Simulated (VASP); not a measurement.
# AlN in VASP: a series of runs

The runs below take AlN through single point, with PBE.

Program: VASP 6.6.1. These are calculated values, not measurements. Logs are shortened: lines on timing, memory, paths and dates and some standing lists are left out, and cuts for length are marked.

## Step 1: The cell of the first run

The structure is cubic, space group F-43m (No. 216). Conventional cell: a = 4.403 Å, b = 4.403 Å, c = 4.403 Å, α = 90.00°, β = 90.00°, γ = 90.00°. Al (site symmetry -43m) has 4 N at 1.91 Å within 2.5 Å. N (site symmetry -43m) has 4 Al at 1.91 Å within 2.5 Å.

## Step 2: Single point, PBE

Contents of INCAR:

```
SYSTEM = AlN
ALGO     = Normal         ! electronic algorithm
EDIFF    = 1E-7           ! SCF threshold, eV
ENCUT    = 520            ! plane-wave cutoff, eV
GGA      = PE             ! functional
ISIF     = 2              ! what is computed and relaxed
ISMEAR   = 0              ! smearing method
LASPH    = .True.         ! aspherical terms in the spheres
LCHARG   = .False.        ! write CHGCAR
LREAL    = Auto         
LWAVE    = .False.        ! write WAVECAR
NBANDS   = 86             ! bands
NELM     = 80             ! most SCF steps
PREC     = Accurate       ! precision mode
SIGMA    = 0.01           ! smearing width, eV
```

Contents of KPOINTS:

```
Automatic mesh
0
Gamma
  4 4 4
  0.5 0.5 0.5
```

Contents of POSCAR:

```
AlN
1.0
   -4.4031742015     -4.4031742015      4.4031742015
    4.4031742015     -4.4031742015     -4.4031742015
    4.4031742015      4.4031742015      4.4031742015
Al N
16 16
Direct
    0.2500000000      0.0000000000      0.7500000000
    0.0000000000      0.0000000000      0.0000000000
    0.5000000000      0.7500000000      0.7500000000
    0.2500000000      0.7500000000      0.0000000000
    0.0000000000      0.7500000000      0.2500000000
    0.7500000000      0.0000000000      0.2500000000
    0.5000000000      0.0000000000      0.5000000000
    0.0000000000      0.2500000000      0.7500000000
    0.7500000000      0.5000000000      0.7500000000
    0.5000000000      0.5000000000      0.0000000000
    0.2500000000      0.5000000000      0.2500000000
    0.0000000000      0.5000000000      0.5000000000
    0.7500000000      0.7500000000      0.5000000000
    0.7500000000      0.2500000000      0.0000000000
    0.5000000000      0.2500000000      0.2500000000
    0.2500000000      0.2500000000      0.5000000000
    0.2500000000      0.7500000000      0.7500000000
    0.0000000000      0.7500000000      0.0000000000
    0.5000000000      0.5000000000      0.7500000000
    0.2500000000      0.5000000000      0.0000000000
    0.0000000000      0.5000000000      0.2500000000
    0.7500000000      0.7500000000      0.2500000000
    0.5000000000      0.7500000000      0.5000000000
    0.0000000000      0.0000000000      0.7500000000
    0.7500000000      0.2500000000      0.7500000000
    0.5000000000      0.2500000000      0.0000000000
    0.2500000000      0.2500000000      0.2500000000
    0.0000000000      0.2500000000      0.5000000000
    0.7500000000      0.5000000000      0.5000000000
    0.7500000000      0.0000000000      0.0000000000
    0.5000000000      0.0000000000      0.2500000000
    0.2500000000      0.0000000000      0.5000000000
```

Potentials or basis: VASP PAW PBE potentials, release 64 (Al, N).

Launch:

```
$ cat potpaw_PBE.64/Al/POTCAR potpaw_PBE.64/N/POTCAR > POTCAR
$ mpirun -np 1 vasp_std > vasp.out
```

OUTCAR:

```text
SYSTEM = AlN
   EDIFF = 1E-7
   ENCUT = 520
   GGA = PE
   ISIF = 2
   ISMEAR = 0
   LASPH = .True.
   LREAL = Auto
   NELM = 80
   PREC = Accurate

 ion  position               nearest neighbor table
   1  0.250  0.000  0.750-  17 1.91  24 1.91  26 1.91  32 1.91  10 3.11  14 3.11  12 3.11  13 3.11
                            16 3.11   4 3.11   7 3.11   8 3.11   2 3.11   5 3.11   3 3.11  15 3.11
   2  0.000  0.000  0.000-  18 1.91  24 1.91  27 1.91  30 1.91  11 3.11  15 3.11   9 3.11   3 3.11
                            16 3.11   5 3.11   6 3.11   8 3.11   1 3.11  13 3.11  14 3.11   4 3.11
   3  0.500  0.750  0.750-  17 1.91  19 1.91  23 1.91  30 1.91   2 3.11  14 3.11  16 3.11  12 3.11
                             1 3.11   4 3.11   6 3.11   7 3.11   9 3.11  11 3.11  10 3.11  13 3.11
   4  0.250  0.750  0.000-  17 1.91  18 1.91  20 1.91  31 1.91   6 3.11  15 3.11   8 3.11   9 3.11
                             2 3.11   3 3.11   5 3.11   1 3.11   7 3.11  12 3.11  10 3.11  11 3.11
   5  0.000  0.750  0.250-  18 1.91  21 1.91  22 1.91  32 1.91   7 3.11  16 3.11  14 3.11  10 3.11
                             2 3.11   4 3.11   6 3.11   1 3.11  11 3.11   9 3.11  12 3.11  13 3.11
   6  0.750  0.000  0.250-  22 1.91  28 1.91  30 1.91  31 1.91  12 3.11  16 3.11  10 3.11   4 3.11
                             5 3.11   7 3.11   8 3.11   2 3.11  13 3.11   3 3.11  14 3.11  15 3.11
   7  0.500  0.000  0.500-  23 1.91  25 1.91  31 1.91  32 1.91   8 3.11   9 3.11  11 3.11   5 3.11
                            16 3.11   6 3.11   1 3.11   3 3.11  13 3.11   4 3.11  14 3.11  15 3.11
   8  0.000  0.250  0.750-  20 1.91  24 1.91  25 1.91  28 1.91   4 3.11  10 3.11  13 3.11   7 3.11
                            16 3.11   1 3.11   9 3.11   2 3.11  11 3.11   6 3.11  12 3.11  14 3.11
   9  0.750  0.500  0.750-  18 1.91  19 1.91  25 1.91  29 1.91   2 3.11   4 3.11   7 3.11  16 3.11
[... 17 lines left out ...]
  19  0.500  0.500  0.750-   3 1.91   9 1.91  10 1.91  16 1.91
  20  0.250  0.500  0.000-   4 1.91   8 1.91  10 1.91  11 1.91
  21  0.000  0.500  0.250-   5 1.91  11 1.91  12 1.91  14 1.91
  22  0.750  0.750  0.250-   5 1.91   6 1.91  10 1.91  13 1.91
[... 8 lines left out ...]
  31  0.500  0.000  0.250-   4 1.91   6 1.91   7 1.91  15 1.91
  32  0.250  0.000  0.500-   1 1.91   5 1.91   7 1.91  16 1.91

  LATTYP: Found a body centered cubic cell.
 ALAT       =     8.8063484030

  Lattice vectors:

 A1 = (  -4.4031742015,  -4.4031742015,   4.4031742015)
 A2 = (   4.4031742015,  -4.4031742015,  -4.4031742015)
 A3 = (   4.4031742015,   4.4031742015,   4.4031742015)

Analysis of symmetry for initial positions (statically):
=====================================================================
 Subroutine PRICEL returns following result:

  LATTYP: Found a face centered cubic cell.
 ALAT       =     4.4031742015

  Lattice vectors:

 A1 = (   2.2015871007,   0.0000000000,  -2.2015871007)
[... 129 lines left out ...]
   NUPDOWN=      -1.0000    fix difference up-down
   EMIN   =  10.00;   EMAX   =-10.00  energy-range for DOS
   EFERMI =   0.00;   METHOD = LEGACY
   ISMEAR =     0;   SIGMA  =   0.01  broadening in eV -4-tet -1-fermi 0-gaus
   EFERMI_NEDOS =   21; number of points for ismear=-14 and -15
   IALGO  =     38    algorithm
   IMIX   =      4    mixing-type and parameters
     AMIX     =   0.40;   BMIX     =  1.00
     AMIX_MAG =   1.60;   BMIX_MAG =  1.00
  volume/ion in A,a.u.               =      10.67        72.01
  Fermi-wavevector in a.u.,A,eV,Ry     =   1.180390  2.230614 18.957286  1.393321
  Thomas-Fermi vector in A             =   2.316684
   LORBIT       =      0    0 simple, 1 ext, 2 COOP (PROOUT), +10 PAW based schemes
   GGA     = PE    functional components
   LHFCALC =     F    Hartree Fock is set to
   AEXX    =    0.0000 exact exchange contribution
   IVDW    =     0    specifies the selected vdW correction
   LEPSILON=     F    determine dielectric tensor
   LRPA    =     F    only Hartree local field effects (RPA)
 non-spin polarized calculation
 Gauss-broadening in eV      SIGMA  =   0.01
  energy-cutoff  :      520.00
  volume of cell :      341.47
 maximum number of plane-waves:      9244
 NGX is ok and might be reduce to    60
   NGX = 29   NGY = 29   NGZ = 29

 number of electron     127.9999970 magnetization

 Free energy of the ion-electron system (eV)
  ---------------------------------------------------
  ext. energy  EPLUGINS =         0.00000000
  ---------------------------------------------------
  free energy    TOTEN  =      -237.56012923 eV

  energy without entropy =     -237.56012923  energy(sigma->0) =     -237.56012923

 E-fermi :   5.7776     XC(G=0): -10.8291

 val. band max:        5.6666672456   @ k =   0.1250   0.1250   0.1250
 cond. band min:       9.2764901228   @ k =  -0.1250   0.1250   0.1250
 fundamental gap:      3.6098228773
 Fermi energy:         5.7775945139

 k-point     1 :       0.1250    0.1250    0.1250
  band No.  band energies     occupation
      1      -8.8771      2.00000
      2      -7.8597      2.00000
      3      -7.8597      2.00000
      4      -7.8597      2.00000
      5      -7.1341      2.00000
      6      -7.1341      2.00000
[... 463 lines left out ...]
     75      11.8508      0.00000
     76      11.8508      0.00000
 [bands above 76 left out]

------------------------ aborting loop because EDIFF is reached ----------------------------------------

  FORCE on cell =-STRESS in cart. coord.  units (eV):
  Direction    XX          YY          ZZ          XY          YZ          ZX
  --------------------------------------------------------------------------------------
  -------------------------------------------------------------------------------------
  Total       -0.7822899     -0.7822899     -0.7822899      0.0000000     -0.0000000     -0.0000000
  in kB       -3.6704618     -3.6704618     -3.6704618      0.0000000     -0.0000000     -0.0000000
  external PRESSURE =      -3.6704618 kB  Pullay stress =       0.0000000 kB

 VOLUME and BASIS-vectors are now :
 -----------------------------------------------------------------------------
  energy-cutoff  :      520.00
  volume of cell :      341.47
      direct lattice vectors                 reciprocal lattice vectors
    -4.403174201 -4.403174201  4.403174201     0.000000000 -0.113554444  0.113554444
     4.403174201 -4.403174201 -4.403174201     0.113554444 -0.113554444  0.000000000
     4.403174201  4.403174201  4.403174201     0.113554444  0.000000000  0.113554444

 POSITION                                       TOTAL-FORCE (eV/Angst)
 -----------------------------------------------------------------------------------
      2.20159      2.20159      4.40317         0.000000      0.000000      0.000000
      0.00000      0.00000      0.00000         0.000000      0.000000      0.000000
      4.40317     -2.20159      2.20159         0.000000     -0.000000      0.000000
      2.20159     -4.40317     -2.20159        -0.000000     -0.000000      0.000000
      4.40317     -2.20159     -2.20159        -0.000000     -0.000000      0.000000
     -2.20159     -2.20159      4.40317         0.000000      0.000000      0.000000
[... 24 lines left out ...]
     -1.10079     -1.10079      3.30238        -0.000000     -0.000000     -0.000000
      1.10079      1.10079      3.30238        -0.000000     -0.000000     -0.000000
 -----------------------------------------------------------------------------------
    total drift:                               -0.000022      0.000022     -0.000022

  FREE ENERGIE OF THE ION-ELECTRON SYSTEM (eV)
  ---------------------------------------------------
  free  energy   TOTEN  =      -237.5601292333 eV

  energy  without entropy=     -237.5601292333  energy(sigma->0) =     -237.56012923
```

OSZICAR:

```text
N       E                     dE             d eps       ncg     rms          rms(c)
DAV:   1     0.538258144915E+03    0.53826E+03   -0.59082E+04  1032   0.134E+03
DAV:   2    -0.219500375811E+03   -0.75776E+03   -0.72184E+03  1316   0.268E+02
DAV:   3    -0.274149368768E+03   -0.54649E+02   -0.54247E+02  1240   0.768E+01
DAV:   4    -0.274915215064E+03   -0.76585E+00   -0.76437E+00  1184   0.101E+01
DAV:   5    -0.274929723905E+03   -0.14509E-01   -0.14503E-01  1256   0.133E+00    0.341E+01
DAV:   6    -0.237558182648E+03    0.37372E+02   -0.15684E+02  1202   0.351E+01    0.119E+01
DAV:   7    -0.237664090810E+03   -0.10591E+00   -0.43538E+00  1160   0.644E+00    0.802E+00
DAV:   8    -0.237572806808E+03    0.91284E-01   -0.42686E-01  1118   0.283E+00    0.101E+00
DAV:   9    -0.237556995186E+03    0.15812E-01   -0.79260E-02  1232   0.815E-01    0.623E-01
DAV:  10    -0.237560809257E+03   -0.38141E-02   -0.16878E-02  1196   0.376E-01    0.325E-01
DAV:  11    -0.237560122889E+03    0.68637E-03   -0.26122E-03  1200   0.145E-01    0.734E-02
DAV:  12    -0.237560131563E+03   -0.86747E-05   -0.57611E-05  1120   0.298E-02    0.155E-02
DAV:  13    -0.237560128641E+03    0.29223E-05   -0.45975E-05  1208   0.187E-02    0.123E-02
DAV:  14    -0.237560128895E+03   -0.25437E-06   -0.18358E-06  1154   0.490E-03    0.581E-03
DAV:  15    -0.237560129238E+03   -0.34302E-06   -0.27534E-07   816   0.162E-03    0.252E-04
DAV:  16    -0.237560129233E+03    0.49922E-08   -0.17954E-08   618   0.691E-04
   1 F= -.23756013E+03 E0= -.23756013E+03  d E =-.512978E-56
```

It took 8.5 min on 1 thread of Intel Xeon 6975P-C, shared host; peak memory 0.52 GiB.

What came out:

| Quantity | Value |
| --- | --- |
| Free energy | -237.5601 eV |
| Pressure | -0.4 GPa |
| Band gap on the k mesh | 3.61 eV |

Levels at points of the mesh, in eV from the valence-band top:
| k point | band 61 | band 62 | band 63 | band 64 | band 65 | band 66 | band 67 | band 68 |
| --- | --- | --- | --- | --- | --- | --- | --- | --- |
| (0.12, 0.12, 0.12) | -0.15 | -0.15 | 0.00 | 0.00 | 4.21 | 4.21 | 4.21 | 5.01 |

A k mesh can miss the band edges. As with any semilocal functional, this PBE gap is likely too small.

[end of part 1 of 2]
